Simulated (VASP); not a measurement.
Write the native input for VASP 6.6.1 that does the following.

```
Task                   : single point
Functional             : PBEsol
Potentials or basis    : VASP PAW PBE potentials, release 64 (Ag)
Cutoff                 : 520 eV
k mesh                 : 20 × 20 × 20
Occupations            : gaussian, width 0.15 eV
Spin                   : no spin polarisation
Dipole correction      : no
Further INCAR settings : ALGO = Fast; EDIFF = 1e-07; NBANDS = 12
```

The structure of Ag lies in POSCAR:

```
Ag
1.0
   -1.7218801600      1.7218801600      1.5232016800
    1.7218801600     -1.7218801600      1.5232016800
    1.7218801600      1.7218801600     -1.5232016800
Ag
1
Direct
    0.0000000000      0.0000000000      0.0000000000
```

This cell differs from its parent crystal: strain +0.040 along x and y, -0.080 along z.

The input as run:

INCAR

```
PREC     = Accurate       # precision mode
ENCUT    = 520            # plane-wave cutoff, eV
EDIFF    = 1E-7           # SCF threshold, eV
ISMEAR   = 0              # smearing method
SIGMA    = 0.15           # smearing width, eV
LREAL    = False          # projectors in reciprocal space
LASPH    = True           # aspherical terms in the spheres
NELM     = 60             # most SCF steps
ALGO     = Fast           # electronic algorithm
ISIF     = 2              # what is computed and relaxed
LWAVE    = False          # write WAVECAR
LCHARG   = False          # write CHGCAR
GGA      = PS             # functional
NBANDS   = 12             # bands
```

KPOINTS

```
Automatic mesh
0
Gamma
  20 20 20
```

Potentials or basis: VASP PAW PBE potentials, release 64 (Ag).

Launch:

```sh
$ cat potpaw_PBE.64/Ag/POTCAR > POTCAR
$ mpirun -np 1 vasp_std > vasp.out
```

It gave:

```yaml
Pressure: -6.9 GPa
Band_gap_on_the_k_mesh: zero (an odd number of electrons rules out a gap without spin polarisation)
```

Caveat: the cell differs from its parent crystal (strain +0.040 along x and y, -0.080 along z); the cell stands under tension; the PAW data sets were made with another functional, which shifts forces and pressure a little.

Wall time 2.3 min on 1 thread of Intel Xeon 8259CL (shared host), peak memory 0.25 GiB.
